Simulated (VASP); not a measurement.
# Ti12HO24 (a cell with a defect) in VASP: a series of runs

The runs below take Ti12HO24 (a cell with a defect) through single point, with PBE.

Program: VASP 6.6.1. These are calculated values, not measurements. Logs are shortened: lines on timing, memory, paths and dates and some standing lists are left out, and cuts for length are marked.

### Step 1. The cell of the first run

The cell holds a defect, 37 atoms: a = 6.567 Å, b = 6.567 Å, c = 8.892 Å, α = 90.00°, β = 90.00°, γ = 90.00°.

### Step 2. Single point, PBE

Contents of INCAR:

```
SYSTEM = Ti12HO24
ALGO     = Normal         ! electronic algorithm
EDIFF    = 1E-7           ! SCF threshold, eV
ENCUT    = 520            ! plane-wave cutoff, eV
GGA      = PE             ! functional
ISIF     = 2              ! what is computed and relaxed
ISMEAR   = 0              ! smearing method
LASPH    = .True.         ! aspherical terms in the spheres
LCHARG   = .True.         ! write CHGCAR
LELF     = .True.         ! ELF
LREAL    = Auto         
LVHAR    = .True.       
LWAVE    = .False.        ! write WAVECAR
NBANDS   = 168            ! bands
NELECT   = 288.0        
NELM     = 60             ! most SCF steps
PREC     = Accurate       ! precision mode
SIGMA    = 0.02           ! smearing width, eV
```

Contents of KPOINTS:

```
Automatic mesh
0
Gamma
  2 2 2
  0.5 0.5 0.5
```

Contents of POSCAR:

```
Ti12HO24
1.0
   -4.6433175423     -4.6433175423      0.0000000000
    4.6433175423     -4.6433175423      0.0000000000
    0.0000000000      0.0000000000      8.8916040206
Ti O H
12 24 1
Direct
   -0.0028203972      0.5139135927     -0.0016515580
   -0.0023944087      0.5141145266      0.3350325760
    0.0108096204      0.4866784318      0.6666977056
    0.4891208666     -0.0055674633     -0.0091989027
    0.4889684971     -0.0058055474      0.3425332474
    0.4989950566      0.0181354170      0.6666712762
    1.0207957903      0.0275904025      0.1666539577
    0.9898298917     -0.0067834043      0.5005020455
    0.9899607249     -0.0070589616      0.8328080044
    0.4877179903      0.4788338251      0.1666725145
    0.5067178754      0.5100215478      0.4999806548
    0.5063540192      0.5102938747      0.8333257962
    0.8012849576      0.5278324124      0.1666608181
    0.8043296557      0.5056720714      0.4994712978
    0.8043249177      0.5056765941      0.8338621449
    0.3119747867      0.0075538663      0.1666744264
    0.3055469472      0.0030584813      0.5007902949
    0.3055711756      0.0030650499      0.8325776747
    0.0126628212      0.8088147032     -0.0018401629
    0.0126728356      0.8088266559      0.3351982379
    0.0018134663      0.8077256112      0.6666643033
    0.5096715825      0.2969355396      0.0024356685
    0.5096668445      0.2969575067      0.3309240935
    0.5027350550      0.3028294936      0.6666639659
   -0.0090212439      0.1981181540      0.3320376158
   -0.0030132550      0.1946551128      0.6666682396
   -0.0090256588      0.1981421670      0.0013202342
    0.4895420094      0.6920198696      0.3343616060
    0.4976299766      0.6922199420      0.6666609294
    0.4895407172      0.6920159930     -0.0010043182
    0.1933741321      0.4919470786      0.1666826364
    0.1945847967      0.4955717499      0.4999976371
    0.1946008413      0.4955697040      0.8333469397
    0.7082834568     -0.0489434543      0.1666646419
    0.6936047278     -0.0058774787      0.4999586115
    0.6936235721     -0.0058842627      0.8333798922
    0.7319840758      0.8005182644      0.1666508086
```

Potentials or basis: VASP PAW PBE potentials, release 64 (Ti_sv, O, H).

Launch:

```
cat potpaw_PBE.64/Ti_sv/POTCAR potpaw_PBE.64/O/POTCAR potpaw_PBE.64/H/POTCAR > POTCAR
mpirun -np 1 vasp_std > vasp.out
```

OUTCAR:

```text
SYSTEM = Ti12HO24
   EDIFF = 1E-7
   ENCUT = 520
   GGA = PE
   ISIF = 2
   ISMEAR = 0
   LASPH = .True.
   LREAL = Auto
   NELECT = 288.0
   NELM = 60
   PREC = Accurate

 ion  position               nearest neighbor table
   1  0.997  0.514  0.998-  15 1.94  19 1.94  33 1.96  13 1.98  31 1.98  27 2.07
   2  0.998  0.514  0.335-  14 1.94  20 1.94  32 1.96  13 1.98  31 1.98  25 2.08
   3  0.011  0.487  0.667-  33 1.91  32 1.91  26 1.92  15 2.02  14 2.02  21 2.11
   4  0.489  0.994  0.991-  18 1.85  36 1.94  16 1.95  30 1.99  22 1.99  34 2.14   6 2.89
   5  0.489  0.994  0.343-  17 1.85  35 1.94  16 1.95  28 1.99  23 2.00  34 2.14   6 2.89
   6  0.499  0.018  0.667-  24 1.87  17 1.95  18 1.95  35 1.96  36 1.96  29 2.14   4 2.89   5 2.89

   7  0.021  0.028  0.167-  27 1.86  25 1.86  16 1.92  19 2.08  20 2.08  34 2.11
   8  0.990  0.993  0.501-  20 1.91  21 1.92  35 1.95  26 1.98  25 2.01  17 2.07
   9  0.990  0.993  0.833-  19 1.91  21 1.92  36 1.95  26 1.98  27 2.02  18 2.07
  10  0.488  0.479  0.167-  22 1.89  23 1.89  31 1.93  30 2.05  28 2.05  13 2.08
  11  0.507  0.510  0.500-  28 1.90  29 1.91  14 1.95  24 2.01  32 2.05  23 2.05
  12  0.506  0.510  0.833-  30 1.90  29 1.90  15 1.96  24 2.01  33 2.05  22 2.06
  13  0.801  0.528  0.167-   1 1.98   2 1.98  10 2.08
  14  0.804  0.506  0.499-   2 1.94  11 1.95   3 2.02
  15  0.804  0.506  0.834-   1 1.94  12 1.96   3 2.02
  16  0.312  0.008  0.167-   7 1.92   5 1.95   4 1.95
  17  0.306  0.003  0.501-   5 1.85   6 1.95   8 2.07
  18  0.306  0.003  0.833-   4 1.85   6 1.95   9 2.07
[... 13 lines left out ...]
  32  0.195  0.496  0.500-   3 1.91   2 1.96  11 2.05
  33  0.195  0.496  0.833-   3 1.91   1 1.96  12 2.05
  34  0.708  0.951  0.167-  37 1.00   7 2.11   4 2.14   5 2.14
  35  0.694  0.994  0.500-   5 1.94   8 1.95   6 1.96
  36  0.694  0.994  0.833-   4 1.94   9 1.95   6 1.96
  37  0.732  0.801  0.167-  34 1.00

  LATTYP: Found a simple tetragonal cell.
 ALAT       =     6.5666426427
 C/A-ratio  =     1.3540563275

  Lattice vectors:

 A1 = (  -4.6433175423,  -4.6433175423,   0.0000000000)
 A2 = (   4.6433175423,  -4.6433175423,   0.0000000000)
 A3 = (   0.0000000000,   0.0000000000,   8.8916040206)

Analysis of symmetry for initial positions (statically):
=====================================================================
 Subroutine PRICEL returns:
 Original cell was already a primitive cell.

 Routine SETGRP: Setting up the symmetry group for a
 simple tetragonal supercell.

 Subroutine GETGRP returns: Found  1 space group operations
 (whereof  1 operations were pure point group operations)
 out of a pool of 16 trial point group operations.

The static configuration has the point symmetry C_1 .

Analysis of symmetry for dynamics (positions and initial velocities):
=====================================================================
 Subroutine PRICEL returns:
 Original cell was already a primitive cell.

 Routine SETGRP: Setting up the symmetry group for a
 simple tetragonal supercell.

 Subroutine GETGRP returns: Found  1 space group operations
 (whereof  1 operations were pure point group operations)
 out of a pool of 16 trial point group operations.

The dynamic configuration has the point symmetry C_1 .

 Subroutine INISYM returns: Found  1 space group operations
 (whereof  1 operations are pure point group operations),
 and found     1 'primitive' translations

----------------------------------------------------------------------------------------

                                     Primitive cell

  volume of cell :     383.4130

  direct lattice vectors                    reciprocal lattice vectors
    -4.643317542 -4.643317542  0.000000000    -0.107681630 -0.107681630  0.000000000
     4.643317542 -4.643317542  0.000000000     0.107681630 -0.107681630  0.000000000
     0.000000000  0.000000000  8.891604021     0.000000000  0.000000000  0.112465647

  length of vectors
     6.566642643  6.566642643  8.891604021     0.152284821  0.152284821  0.112465647

  position of ions in fractional coordinates (direct lattice)
     0.997179603  0.513913593  0.998348442
     0.997605591  0.514114527  0.335032576
     0.010809620  0.486678432  0.666697706
     0.489120867  0.994432537  0.990801097
     0.488968497  0.994194453  0.342533247
     0.498995057  0.018135417  0.666671276
[... 29 lines left out ...]
     0.693623572  0.994115737  0.833379892
     0.731984076  0.800518264  0.166650809

  ion indices of the primitive-cell ions
   primitive index   ion index
                 1           1
                 2           2
                 3           3
                 4           4
                 5           5
                 6           6
[... 29 lines left out ...]
                36          36
                37          37

----------------------------------------------------------------------------------------

 KPOINTS: Automatic mesh

Automatic generation of k-mesh.
 Grid dimensions read from file:
 generate k-points for:    2    2    2

 Generating k-lattice:

  Cartesian coordinates                     Fractional coordinates (reciprocal lattice)
    -0.053840815 -0.053840815  0.000000000     0.500000000  0.000000000  0.000000000
     0.053840815 -0.053840815  0.000000000     0.000000000  0.500000000  0.000000000
     0.000000000  0.000000000  0.056232824     0.000000000  0.000000000  0.500000000

  Length of vectors
     0.076142411  0.076142411  0.056232824

  Shift w.r.t. Gamma in fractional coordinates (k-lattice)
     0.500000000  0.500000000  0.500000000

 Subroutine IBZKPT returns following result:
 ===========================================

 Found      4 irreducible k-points:

 Following reciprocal coordinates:
            Coordinates               Weight
  0.250000  0.250000  0.250000      2.000000
 -0.250000  0.250000  0.250000      2.000000
 -0.250000 -0.250000  0.250000      2.000000
  0.250000 -0.250000  0.250000      2.000000
   k-points           NKPTS =      4   k-points in BZ     NKDIM =      4   number of bands    NBANDS=    168
   number of dos      NEDOS =    301   number of ions     NIONS =     37
   total plane-waves  NPLWV = 175000
   dimension x,y,z NGX =    50 NGY =   50 NGZ =   70
   dimension x,y,z NGXF=   100 NGYF=  100 NGZF=  140
   ions per type =              12  24   1
   NGX,Y,Z   is equivalent  to a cutoff of  12.66, 12.66, 13.09 a.u.
   NGXF,Y,Z  is equivalent  to a cutoff of  25.32, 25.32, 26.18 a.u.
 SYSTEM =  Ti12HO24
   PREC   = accura    normal or accurate (medium, high low for compatibility)
   ISTART =      0    job   : 0-new  1-cont  2-samecut
   ICHARG =      2    charge: 1-file 2-atom 10-const
   ISPIN  =      1    spin polarized calculation?
   LNONCOLLINEAR =      F non collinear calculations
   LSORBIT =      F    spin-orbit coupling
   LASPH  =      T    aspherical Exc in radial PAW
   ENCUT  =  520.0 eV  38.22 Ry    6.18 a.u.  12.21 12.21 16.53*2*pi/ulx,y,z
   NELM   =     60;   NELMIN=  2; NELMDL= -5     # of ELM steps
   EDIFF  = 0.1E-06   stopping-criterion for ELM
   LREAL  =      T    real-space projection
   EDIFFG = 0.1E-05   stopping-criterion for IOM
   NSW    =      0    number of steps for IOM
   IBRION =     -1    ionic relax: 0-MD 1-quasi-New 2-CG
   NFREE  =      0    steps in history (QN), initial steepest desc. (CG)
   ISIF   =      2    stress and relaxation
   ISYM   =      2    0-nonsym 1-usesym 2-fastsym
   POTIM  = 0.5000    time-step for ionic-motion
   TEBEG  =    0.0;   TEEND  =   0.0 temperature during run
   PSTRESS=    0.0 pullay stress
   NELECT =     288.0000    total number of electrons
   NUPDOWN=      -1.0000    fix difference up-down
   EMIN   =  10.00;   EMAX   =-10.00  energy-range for DOS
   EFERMI =   0.00;   METHOD = LEGACY
   ISMEAR =     0;   SIGMA  =   0.02  broadening in eV -4-tet -1-fermi 0-gaus
   EFERMI_NEDOS =   21; number of points for ismear=-14 and -15
   IALGO  =     38    algorithm
   IMIX   =      4    mixing-type and parameters
     AMIX     =   0.40;   BMIX     =  1.00
     AMIX_MAG =   1.60;   BMIX_MAG =  1.00
  volume/ion in A,a.u.               =      10.36        69.93
  Fermi-wavevector in a.u.,A,eV,Ry     =   1.488161  2.812217 30.131793  2.214624
  Thomas-Fermi vector in A             =   2.601231
   LORBIT       =      0    0 simple, 1 ext, 2 COOP (PROOUT), +10 PAW based schemes
   GGA     = PE    functional components
   LHFCALC =     F    Hartree Fock is set to
   AEXX    =    0.0000 exact exchange contribution
   IVDW    =     0    specifies the selected vdW correction
   LEPSILON=     F    determine dielectric tensor
   LRPA    =     F    only Hartree local field effects (RPA)
 non-spin polarized calculation
 Gauss-broadening in eV      SIGMA  =   0.02
  energy-cutoff  :      520.00
  volume of cell :      383.41
 maximum number of plane-waves:     10322
 NGX is ok and might be reduce to    50
   NGX = 25   NGY = 25   NGZ = 33

 number of electron     287.9999996 magnetization

 Free energy of the ion-electron system (eV)
  ---------------------------------------------------
  ext. energy  EPLUGINS =         0.00000000
  ---------------------------------------------------
  free energy    TOTEN  =      -331.95467010 eV

  energy without entropy =     -331.95467010  energy(sigma->0) =     -331.95467010

 E-fermi :   4.5659     XC(G=0): -11.2799

 val. band max:        4.3291348283   @ k =   0.2500  -0.2500   0.2500
 cond. band min:       6.7617498880   @ k =   0.2500  -0.2500   0.2500
 fundamental gap:      2.4326150597
 Fermi energy:         4.5658953140

 k-point     1 :       0.2500    0.2500    0.2500
  band No.  band energies     occupation
      1     -52.3770      2.00000
      2     -52.3660      2.00000
      3     -52.2988      2.00000
      4     -52.2848      2.00000
      5     -52.2647      2.00000
      6     -52.2415      2.00000
[... 148 lines left out ...]
    155       7.3112      0.00000
    156       7.3521      0.00000

 k-point     2 :      -0.2500    0.2500    0.2500
  band No.  band energies     occupation
      1     -52.3770      2.00000
      2     -52.3660      2.00000
      3     -52.2988      2.00000
      4     -52.2848      2.00000
      5     -52.2647      2.00000
      6     -52.2415      2.00000
[... 148 lines left out ...]
    155       7.3335      0.00000
    156       7.3422      0.00000

 k-point     3 :      -0.2500   -0.2500    0.2500
  band No.  band energies     occupation
      1     -52.3770      2.00000
      2     -52.3660      2.00000
      3     -52.2988      2.00000
      4     -52.2848      2.00000
      5     -52.2647      2.00000
      6     -52.2415      2.00000
[... 148 lines left out ...]
    155       7.3111      0.00000
    156       7.3525      0.00000

 k-point     4 :       0.2500   -0.2500    0.2500
  band No.  band energies     occupation
      1     -52.3770      2.00000
      2     -52.3660      2.00000
      3     -52.2988      2.00000
      4     -52.2848      2.00000
      5     -52.2647      2.00000
      6     -52.2415      2.00000
[... 148 lines left out ...]
    155       7.3329      0.00000
    156       7.3423      0.00000
 [bands above 156 left out]

------------------------ aborting loop because EDIFF is reached ----------------------------------------

  FORCE on cell =-STRESS in cart. coord.  units (eV):
  Direction    XX          YY          ZZ          XY          YZ          ZX
  --------------------------------------------------------------------------------------
  -------------------------------------------------------------------------------------
  Total       -9.0330880     -3.2688166     -1.4387645      2.3021910     -0.0007854      0.0129528
  in kB      -37.7467830    -13.6594829     -6.0122000      9.6202210     -0.0032818      0.0541260
  external PRESSURE =     -19.1394886 kB  Pullay stress =       0.0000000 kB

 VOLUME and BASIS-vectors are now :
 -----------------------------------------------------------------------------
  energy-cutoff  :      520.00
  volume of cell :      383.41
      direct lattice vectors                 reciprocal lattice vectors
    -4.643317542 -4.643317542  0.000000000    -0.107681630 -0.107681630  0.000000000
     4.643317542 -4.643317542  0.000000000     0.107681630 -0.107681630  0.000000000
     0.000000000  0.000000000  8.891604021     0.000000000  0.000000000  0.112465647

 POSITION                                       TOTAL-FORCE (eV/Angst)
 -----------------------------------------------------------------------------------
     -2.24396     -7.01649      8.87692        -0.017241      0.035895      0.033619
     -2.24500     -7.01940      2.97898        -0.009526      0.032589     -0.033742
      2.20961     -2.30999      5.92801         0.022789     -0.002126      0.000496
      2.34632     -6.88861      8.80981        -0.009908     -0.033514      0.047941
      2.34592     -6.88680      3.04567        -0.002570     -0.031778     -0.046732
     -2.23278     -2.40120      5.92778        -0.055830     -0.001901      0.005323
[... 29 lines left out ...]
      1.39528     -7.83671      7.41008        -0.003927     -0.004007     -0.003574
      0.31823     -7.11589      1.48179         0.073642     -0.000319      0.000090
 -----------------------------------------------------------------------------------
    total drift:                                0.043493     -0.009684     -0.003798

  FREE ENERGIE OF THE ION-ELECTRON SYSTEM (eV)
  ---------------------------------------------------
  free  energy   TOTEN  =      -331.9546700979 eV

  energy  without entropy=     -331.9546700979  energy(sigma->0) =     -331.95467010
```

Wall time 7.9 min (1 thread of Intel Xeon Platinum 8488C (Sapphire Rapids), shared host); peak memory 0.51 GiB.

What came out:

```yaml
Free_energy: -331.9547 eV
Largest_force: 0.177 eV/Å
```

Forces on the atoms (eV/Å):
```
Ti  -0.017  0.036  0.034
Ti  -0.010  0.033 -0.034
Ti   0.023 -0.002  0.000
Ti  -0.010 -0.034  0.048
Ti  -0.003 -0.032 -0.047
Ti  -0.056 -0.002  0.005
Ti  -0.027  0.048 -0.007
Ti   0.013 -0.033 -0.007
Ti   0.017 -0.033  0.010
Ti   0.010 -0.053 -0.003
Ti  -0.016  0.029 -0.022
Ti  -0.021  0.027  0.025
O   -0.080  0.089  0.001
O   -0.007  0.022  0.011
O   -0.004  0.022 -0.011
O   -0.027 -0.003  0.001
O    0.036  0.064  0.034
O    0.036  0.064 -0.038
O   -0.015  0.046  0.047
O   -0.015  0.044 -0.045
O   -0.056  0.064  0.002
O   -0.004  0.034 -0.040
O   -0.005  0.035  0.035
O    0.022 -0.026 -0.002
O    0.019 -0.055  0.055
O   -0.004 -0.001  0.000
O    0.019 -0.054 -0.061
O    0.009 -0.057 -0.037
O    0.032 -0.043  0.001
O    0.004 -0.055  0.042
O   -0.011 -0.003  0.001
O   -0.036 -0.036 -0.014
O   -0.035 -0.034  0.013
O    0.152 -0.091  0.003
O   -0.003 -0.004  0.001
O   -0.004 -0.004 -0.004
H    0.074  0.000  0.000
```

Caveat: the cell carries a net charge on a neutralising background, which shifts energy and pressure; the cell is charged against a uniform background, so pressure and absolute levels hang on convention.

(Continued in part 2 of 3.)
